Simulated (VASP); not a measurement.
Write the native input for VASP 6.6.1 that does the following.

- Task: single point
- Functional: PBE
- Potentials or basis: VASP PAW PBE potentials, release 64 (In_d, O)
- Cutoff: 520 eV
- k mesh: 12 × 12 × 2
- Occupations: gaussian, width 0.1 eV
- Spin: collinear spin, ferromagnetic start
- Starting moments: [0.0, 1.0, 1.0] μB
- Dipole correction: no
- Further INCAR settings: ALGO = Normal; EDIFF = 1e-06; NBANDS = 24

The structure of InO2 lies in POSCAR:

```
InO2
1.0
    3.2940996518      0.0000000000      0.0000000000
   -1.6470498259      2.8527739810      0.0000000000
    0.0000000000      0.0000000000      4.3487803611
In O
1 2
Direct
    0.0000000000      0.0000000000      0.0000000000
    0.3333333333      0.6666666667      0.7348953650
    0.3333333333      0.6666666667      0.2651046350
```

One way to write it, as run:

INCAR

```
SYSTEM = InO2
ALGO = Normal ; EDIFF = 1E-6
ENCUT = 520 ; GGA = PE
ISIF = 2 ; ISMEAR = 0
ISPIN = 2 ; LASPH = .TRUE.
LCHARG = .TRUE. ; LELF = .TRUE.
LORBIT = 11 ; LREAL = .FALSE.
LVHAR = .TRUE. ; LWAVE = .FALSE.
MAGMOM = 0 1 1 ; NBANDS = 24
NELM = 150 ; PREC = Accurate
SIGMA = 0.1
```

KPOINTS

```
k-points
0
G
  12 12 2
  0 0 0
```

Potentials or basis: VASP PAW PBE potentials, release 64 (In_d, O).

Launch:

```bash
$ cat potpaw_PBE.64/In_d/POTCAR potpaw_PBE.64/O/POTCAR > POTCAR
$ mpirun -np 1 vasp_std > vasp.out
```

Results of the run:

```json
{
 "Pressure": "0.3 GPa",
 "Largest force": "0.069 eV/Å",
 "Net moment": "0.00 μB per cell",
 "Valence electrons inside the program's atomic spheres": "In 11.30; O 4.87"
}
```

Caveat: the k points lie up to 0.72 Å⁻¹ apart.

It took 45 s on 1 thread of Intel(R) Xeon(R) Platinum 8488C (Sapphire Rapids), with other jobs on the host, peak memory 0.19 GiB.
